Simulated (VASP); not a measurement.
# Ta4S in VASP: notebook

The runs below take Ta4S through single point, with LDA.

Program: VASP 6.6.1. These are calculated values, not measurements. Logs are shortened: lines on timing, memory, paths and dates and some standing lists are left out, and cuts for length are marked.

**1. The cell of the first run**

The cell holds a slab with vacuum, 5 atoms: a = 3.253 Å, b = 3.253 Å, c = 20.213 Å, α = 90.00°, β = 90.00°, γ = 90.00°.

**2. Single point, LDA**

File INCAR:

```
PREC = Accurate
ENCUT = 520
EDIFF = 1E-6
ISMEAR = 0
SIGMA = 0.1
LREAL = False
LASPH = True
NELM = 100
ALGO = Normal
ISIF = 2
LWAVE = False
LCHARG = False
LDIPOL = True
IDIPOL = 3
DIPOL = 0.5 0.5 0.359
GGA = CA
NBANDS = 33
```

File KPOINTS:

```
regular mesh
0
Gamma
  8 8 1
```

File POSCAR:

```
Ta4S
1.0
    3.2528501163      0.0000000000      0.0000000000
    0.0000000000      3.2528501163      0.0000000000
    0.0000000000      0.0000000000     20.2133955625
Ta S
4 1
Direct
    0.5000000000      0.5000000000      0.1978885728
    0.0000000000      0.0000000000      0.2783513062
    0.5000000000      0.5000000000      0.3580225063
   -0.2073620151     -0.0897980811      0.4546260785
    0.2500000000      0.3750000000      0.5039209171
```

Potentials or basis: VASP PAW LDA potentials, release 64 (Ta_pv, S).

On the command line:

```sh
cat potpaw_LDA.64/Ta_pv/POTCAR potpaw_LDA.64/S/POTCAR > POTCAR
mpirun -np 1 vasp_std > vasp.out
```

OUTCAR:

```text
PREC = Accurate
   ENCUT = 520
   EDIFF = 1E-6
   ISMEAR = 0
   LREAL = False
   LASPH = True
   NELM = 100
   ISIF = 2
   GGA = CA

 ion  position               nearest neighbor table
   1  0.500  0.500  0.198-   2 2.82   2 2.82   2 2.82   2 2.82   3 3.24
   2  0.000  0.000  0.278-   3 2.81   3 2.81   3 2.81   3 2.81   1 2.82   1 2.82   1 2.82   1 2.82

   3  0.500  0.500  0.358-   4 2.55   2 2.81   2 2.81   2 2.81   2 2.81   4 2.90   5 3.09   1 3.24
                             4 3.30   4 3.58
   4  0.793  0.910  0.455-   5 2.34   5 2.50   5 2.53   3 2.55   5 2.67   3 2.90   3 3.30   3 3.58

   5  0.250  0.375  0.504-   4 2.34   4 2.50   4 2.53   4 2.67   3 3.09

  LATTYP: Found a simple tetragonal cell.
 ALAT       =     3.2528501163
 C/A-ratio  =     6.2140568547

  Lattice vectors:

 A1 = (   3.2528501163,   0.0000000000,   0.0000000000)
 A2 = (   0.0000000000,   3.2528501163,   0.0000000000)
 A3 = (   0.0000000000,   0.0000000000,  20.2133955625)

Analysis of symmetry for initial positions (statically):
=====================================================================
 Subroutine PRICEL returns:
 Original cell was already a primitive cell.

 Routine SETGRP: Setting up the symmetry group for a
 simple tetragonal supercell.

 Subroutine GETGRP returns: Found  1 space group operations
 (whereof  1 operations were pure point group operations)
 out of a pool of 16 trial point group operations.

The static configuration has the point symmetry C_1 .

Analysis of symmetry for dynamics (positions and initial velocities):
=====================================================================
 Subroutine PRICEL returns:
 Original cell was already a primitive cell.

 Routine SETGRP: Setting up the symmetry group for a
 simple tetragonal supercell.

 Subroutine GETGRP returns: Found  1 space group operations
 (whereof  1 operations were pure point group operations)
 out of a pool of 16 trial point group operations.

The dynamic configuration has the point symmetry C_1 .

 Subroutine INISYM returns: Found  1 space group operations
 (whereof  1 operations are pure point group operations),
 and found     1 'primitive' translations

----------------------------------------------------------------------------------------

                                     Primitive cell

  volume of cell :     213.8786

  direct lattice vectors                    reciprocal lattice vectors
     3.252850116  0.000000000  0.000000000     0.307422711  0.000000000  0.000000000
     0.000000000  3.252850116  0.000000000     0.000000000  0.307422711  0.000000000
     0.000000000  0.000000000 20.213395563     0.000000000  0.000000000  0.049472143

  length of vectors
     3.252850116  3.252850116 20.213395563     0.307422711  0.307422711  0.049472143

  position of ions in fractional coordinates (direct lattice)
     0.500000000  0.500000000  0.197888573
     0.000000000  0.000000000  0.278351306
     0.500000000  0.500000000  0.358022506
     0.792637985  0.910201919  0.454626078
     0.250000000  0.375000000  0.503920917

  ion indices of the primitive-cell ions
   primitive index   ion index
                 1           1
                 2           2
                 3           3
                 4           4
                 5           5

----------------------------------------------------------------------------------------

 KPOINTS: regular mesh

Automatic generation of k-mesh.
 Grid dimensions read from file:
 generate k-points for:    8    8    1

 Generating k-lattice:

  Cartesian coordinates                     Fractional coordinates (reciprocal lattice)
     0.038427839  0.000000000  0.000000000     0.125000000  0.000000000  0.000000000
     0.000000000  0.038427839  0.000000000     0.000000000  0.125000000  0.000000000
     0.000000000  0.000000000  0.049472143     0.000000000  0.000000000  1.000000000

  Length of vectors
     0.038427839  0.038427839  0.049472143

  Shift w.r.t. Gamma in fractional coordinates (k-lattice)
     0.000000000  0.000000000  0.000000000

 Subroutine IBZKPT returns following result:
 ===========================================

 Found     34 irreducible k-points:

 Following reciprocal coordinates:
            Coordinates               Weight
  0.000000  0.000000  0.000000      1.000000
  0.125000  0.000000  0.000000      2.000000
  0.000000  0.125000  0.000000      2.000000
  0.250000  0.000000  0.000000      2.000000
  0.000000  0.250000  0.000000      2.000000
  0.375000  0.000000  0.000000      2.000000
[... 16 lines left out ...]
 -0.250000  0.250000  0.000000      2.000000
  0.375000  0.250000  0.000000      2.000000
 [... further k-points ...]
   k-points           NKPTS =     34   k-points in BZ     NKDIM =     34   number of bands    NBANDS=     33
   number of dos      NEDOS =    301   number of ions     NIONS =      5
   total plane-waves  NPLWV =  86400
   dimension x,y,z NGX =    24 NGY =   24 NGZ =  150
   dimension x,y,z NGXF=    48 NGYF=   48 NGZF=  300
   ions per type =               4   1
   NGX,Y,Z   is equivalent  to a cutoff of  12.27, 12.27, 12.34 a.u.
   NGXF,Y,Z  is equivalent  to a cutoff of  24.53, 24.53, 24.67 a.u.
 SYSTEM =  unknown system
   PREC   = accura    normal or accurate (medium, high low for compatibility)
   ISTART =      0    job   : 0-new  1-cont  2-samecut
   ICHARG =      2    charge: 1-file 2-atom 10-const
   ISPIN  =      1    spin polarized calculation?
   LNONCOLLINEAR =      F non collinear calculations
   LSORBIT =      F    spin-orbit coupling
   LASPH  =      T    aspherical Exc in radial PAW
   ENCUT  =  520.0 eV  38.22 Ry    6.18 a.u.   6.05  6.05 37.58*2*pi/ulx,y,z
   NELM   =    100;   NELMIN=  2; NELMDL= -5     # of ELM steps
   EDIFF  = 0.1E-05   stopping-criterion for ELM
   LREAL  =      F    real-space projection
   EDIFFG = 0.1E-04   stopping-criterion for IOM
   NSW    =      0    number of steps for IOM
   IBRION =     -1    ionic relax: 0-MD 1-quasi-New 2-CG
   NFREE  =      0    steps in history (QN), initial steepest desc. (CG)
   ISIF   =      2    stress and relaxation
   ISYM   =      2    0-nonsym 1-usesym 2-fastsym
   POTIM  = 0.5000    time-step for ionic-motion
   TEBEG  =    0.0;   TEEND  =   0.0 temperature during run
   PSTRESS=    0.0 pullay stress
   NELECT =      50.0000    total number of electrons
   NUPDOWN=      -1.0000    fix difference up-down
   EMIN   =  10.00;   EMAX   =-10.00  energy-range for DOS
   EFERMI =   0.00;   METHOD = LEGACY
   ISMEAR =     0;   SIGMA  =   0.10  broadening in eV -4-tet -1-fermi 0-gaus
   EFERMI_NEDOS =   21; number of points for ismear=-14 and -15
   IALGO  =     38    algorithm
   IMIX   =      4    mixing-type and parameters
     AMIX     =   0.40;   BMIX     =  1.00
     AMIX_MAG =   1.60;   BMIX_MAG =  1.00
  volume/ion in A,a.u.               =      42.78       288.66
  Fermi-wavevector in a.u.,A,eV,Ry     =   1.008500  1.905788 13.838096  1.017071
  Thomas-Fermi vector in A             =   2.141370
   LORBIT       =      0    0 simple, 1 ext, 2 COOP (PROOUT), +10 PAW based schemes
   GGA     = CA    functional components
   LHFCALC =     F    Hartree Fock is set to
   AEXX    =    0.0000 exact exchange contribution
   IVDW    =     0    specifies the selected vdW correction
   LEPSILON=     F    determine dielectric tensor
   LRPA    =     F    only Hartree local field effects (RPA)
 non-spin polarized calculation
 Gauss-broadening in eV      SIGMA  =   0.10
  energy-cutoff  :      520.00
  volume of cell :      213.88
 maximum number of plane-waves:      5812
   NGX = 13   NGY = 13   NGZ = 75

 dipolmoment           0.000000      0.000000     -0.501889 electrons x Angstroem

 number of electron      50.0000006 magnetization

 dipolmoment           0.000000      0.000000      0.010335 electrons x Angstroem

 Free energy of the ion-electron system (eV)
  ---------------------------------------------------
  ext. energy  EPLUGINS =         0.00000000
  ---------------------------------------------------
  free energy    TOTEN  =       -54.62258783 eV

  energy without entropy =      -54.60447596  energy(sigma->0) =      -54.61353190

 E-fermi :   0.2111     XC(G=0):  -6.0501

 val. band max:        0.2040127234   @ k =   0.1250   0.3750   0.0000
 cond. band min:       0.2461361188   @ k =  -0.1250   0.5000   0.0000
 fundamental gap:      0.0421233954
 Fermi energy:         0.2111114243

 k-point     1 :       0.0000    0.0000    0.0000
  band No.  band energies     occupation
      1     -34.7001      2.00000
      2     -34.5159      2.00000
      3     -34.3998      2.00000
      4     -34.3804      2.00000
      5     -34.3023      2.00000
      6     -34.2946      2.00000
[... 25 lines left out ...]
     32       2.4327      0.00000
     33       2.7100      0.00000

 k-point     2 :       0.1250    0.0000    0.0000
  band No.  band energies     occupation
      1     -34.7078      2.00000
      2     -34.5225      2.00000
      3     -34.4328      2.00000
      4     -34.3790      2.00000
      5     -34.3407      2.00000
      6     -34.2889      2.00000
[... 25 lines left out ...]
     32       2.4418      0.00000
     33       2.6340      0.00000

 k-point     3 :       0.0000    0.1250    0.0000
  band No.  band energies     occupation
      1     -34.7094      2.00000
      2     -34.5216      2.00000
      3     -34.4259      2.00000
      4     -34.3929      2.00000
      5     -34.3458      2.00000
      6     -34.2836      2.00000
[... 25 lines left out ...]
     32       2.2889      0.00000
     33       2.7559      0.00000

 k-point     4 :       0.2500    0.0000    0.0000
  band No.  band energies     occupation
      1     -34.7417      2.00000
      2     -34.5493      2.00000
      3     -34.4939      2.00000
      4     -34.4420      2.00000
      5     -34.3690      2.00000
      6     -34.2605      2.00000
[... 25 lines left out ...]
     32       2.5832      0.00000
     33       2.7582      0.00000

 k-point     5 :       0.0000    0.2500    0.0000
  band No.  band energies     occupation
      1     -34.7524      2.00000
      2     -34.5520      2.00000
      3     -34.4890      2.00000
      4     -34.4483      2.00000
      5     -34.3837      2.00000
      6     -34.2540      2.00000
[... 604 lines left out ...]
 k-point    22 :       0.2500    0.2500    0.0000
  band No.  band energies     occupation
      1     -34.7589      2.00000
      2     -34.5305      2.00000
      3     -34.5224      2.00000
      4     -34.4609      2.00000
      5     -34.4282      2.00000
      6     -34.3980      2.00000
[... 25 lines left out ...]
     32       3.2685      0.00000
     33       3.7189      0.00000

 k-point    23 :      -0.2500    0.2500    0.0000
  band No.  band energies     occupation
      1     -34.7500      2.00000
      2     -34.5457      2.00000
      3     -34.5188      2.00000
      4     -34.4619      2.00000
      5     -34.4272      2.00000
      6     -34.3923      2.00000
[... 25 lines left out ...]
     32       3.3657      0.00000
     33       3.5087      0.00000

 k-point    24 :       0.3750    0.2500    0.0000
  band No.  band energies     occupation
      1     -34.7854      2.00000
      2     -34.5813      2.00000
      3     -34.5356      2.00000
      4     -34.5104      2.00000
      5     -34.4522      2.00000
      6     -34.3832      2.00000
[... 25 lines left out ...]
     32       3.3182      0.00000
     33       3.5924      0.00000

 [... further k-points ...]

------------------------ aborting loop because EDIFF is reached ----------------------------------------

 vacuum level on the upper side and lower side of the slab       (xc-potential included)        -0.113        -0.321

  FORCE on cell =-STRESS in cart. coord.  units (eV):
  Direction    XX          YY          ZZ          XY          YZ          ZX
  --------------------------------------------------------------------------------------
  -------------------------------------------------------------------------------------
  Total       -4.4624726     -3.7866592     -3.6854228      1.3018967      3.0897973      4.7531658
  in kB      -33.4286442    -28.3660866    -27.6077189      9.7525850     23.1458529     35.6062442
  external PRESSURE =     -29.8008166 kB  Pullay stress =       0.0000000 kB

 VOLUME and BASIS-vectors are now :
 -----------------------------------------------------------------------------
  energy-cutoff  :      520.00
  volume of cell :      213.88
      direct lattice vectors                 reciprocal lattice vectors
     3.252850116  0.000000000  0.000000000     0.307422711  0.000000000  0.000000000
     0.000000000  3.252850116  0.000000000     0.000000000  0.307422711  0.000000000
     0.000000000  0.000000000 20.213395563     0.000000000  0.000000000  0.049472143

 POSITION                                       TOTAL-FORCE (eV/Angst)
 -----------------------------------------------------------------------------------
      1.62643      1.62643      4.00000         0.089396      0.107177      1.700047
      0.00000      0.00000      5.62643        -0.014026      0.124591     -1.058536
      1.62643      1.62643      7.23685        -1.776829     -1.466333     -0.697346
      2.57833      2.96075      9.18954        -0.002550      0.002684      0.019971
      0.81321      1.21982     10.18595         1.704010      1.231882      0.035864
 -----------------------------------------------------------------------------------
    total drift:                               -0.000027      0.000231     -0.000128

  FREE ENERGIE OF THE ION-ELECTRON SYSTEM (eV)
  ---------------------------------------------------
  free  energy   TOTEN  =       -54.6225878338 eV

  energy  without entropy=      -54.6044759575  energy(sigma->0) =      -54.61353190

 vacuum level on the upper side and lower side of the slab         4.442         4.215
```

Run time: 3.1 min. Hardware: 1 thread of Intel Xeon 6975P-C (Granite Rapids), shared host; peak memory 0.34 GiB.

Results:

```yaml
Free_energy: -54.6226 eV
Largest_force: 2.407 eV/Å
Band_gap_on_the_k_mesh: zero (bands 25 and 26 overlap by 0.48 eV)
```

Forces in eV/Å, atoms in the order of the input:
```
Ta   0.089  0.107  1.700
Ta  -0.014  0.125 -1.059
Ta  -1.777 -1.466 -0.697
Ta  -0.003  0.003  0.020
S    1.704  1.232  0.036
```

Levels at points of the mesh, in eV from the Fermi level:
```csv
k point,band 21,band 22,band 23,band 24,band 25,band 26,band 27,band 28,band 29,band 30
"(0.00, 0.00, 0.00)",-2.64,-1.50,-0.21,-0.14,0.33,0.55,0.85,0.93,1.30,1.49
"(0.50, 0.00, 0.00)",-1.72,-1.37,-1.15,-0.73,-0.61,0.11,0.59,1.25,1.45,1.70
"(0.00, 0.50, 0.00)",-1.63,-1.28,-1.02,-0.79,-0.64,-0.15,0.57,1.13,1.36,1.85
"(0.50, 0.50, 0.00)",-2.15,-1.78,-1.59,-0.23,-0.13,1.41,2.06,2.28,2.48,2.73
```

Caveat: spin-orbit coupling is left out, which moves the levels of the heavy elements.

(Part 1 of 2 ends here.)
